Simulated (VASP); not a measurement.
Wanted: the native input for a VASP 6.6.1 run.

```
Task                   : single point
Functional             : PBE
Potentials or basis    : VASP PAW PBE potentials, release 64 (Mo_sv, S)
Cutoff                 : 520 eV
k mesh                 : 6 × 6 × 6
Occupations            : fermi-dirac, width 0.02 eV
Spin                   : no spin polarisation
Dipole correction      : no
Further INCAR settings : ALGO = Normal; EDIFF = 1e-06; NBANDS = 20
```

The structure of MoS2 lies in POSCAR:

```
MoS2
1.0
    1.5875903435      0.9165957122      6.1939280070
   -1.5875903435      0.9165957122      6.1939280070
    0.0000000000     -1.8331914244      6.1939280070
Mo S
1 2
Direct
    0.0009636566      0.0064682253      0.0031458968
    0.2534360919      0.2439645049      0.2586387041
    0.4086082592      0.4334666870      0.4262475127
```

The input as run:

INCAR

```
SYSTEM = MoS2
  PREC = Accurate
  ENCUT = 520
  EDIFF = 1E-6
  ISMEAR = -1
  SIGMA = 0.02
  LREAL = .False.
  LASPH = .True.
  NELM = 80
  ALGO = Normal
  ISIF = 2
  LWAVE = .False.
  LCHARG = .False.
  GGA = PE
  NBANDS = 20
```

KPOINTS

```
Automatic mesh
0
Gamma
  6 6 6
  0 0 0
```

Potentials or basis: VASP PAW PBE potentials, release 64 (Mo_sv, S).

Launch:

```bash
$ cat potpaw_PBE.64/Mo_sv/POTCAR potpaw_PBE.64/S/POTCAR > POTCAR
$ mpirun -np 1 vasp_std > vasp.out
```

Results of the run:

The pressure is -0.6 GPa, the largest force is 0.676 eV/Å and the band gap on the k mesh is 0.92 eV (least direct gap 1.73 eV).

Caveat: the atoms stand as in a frame of molecular dynamics.

Run time: 2.7 min on 1 thread of Intel(R) Xeon(R) 6975P-C (Granite Rapids), on a shared host, peak memory 0.36 GiB.
